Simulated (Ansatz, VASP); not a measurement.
## One calculation of CdTe, two programs

```
CELL_PARAMETERS angstrom
0.00000 3.30846 3.30846
3.30846 0.00000 3.30846
3.30846 3.30846 0.00000
ATOMIC_POSITIONS crystal
Cd 0.00000 0.00000 0.00000
Te 0.25000 0.25000 0.25000
```

Alike in both runs: task single point; functional r2SCAN; k mesh 5 × 5 × 5; no spin polarisation.

|  | VASP | Ansatz |
| --- | --- | --- |
| version | VASP 6.6.1 | Ansatz 0.2.0 |
| potentials or method | VASP PAW PBE potentials, release 64 (Cd, Te) | plane waves, norm-conserving potentials |
| plane-wave cutoff (eV) | 520 | 1306 |
| occupations | gaussian, width 0.01 eV | fixed |
| valence electrons in the cell | 18 | 36 |

Ansatz gave:

* pressure (GPa): -1.0

Task: Estimate VASP's values.

Result: Pressure (GPa): -0.9.

VASP's potentials were made for PBE, not for r2SCAN. VASP's potentials hold 18 valence electrons a cell and Ansatz's 36, so a difference there can come from the potentials and not from the codes.

Neither program's run includes spin-orbit coupling.
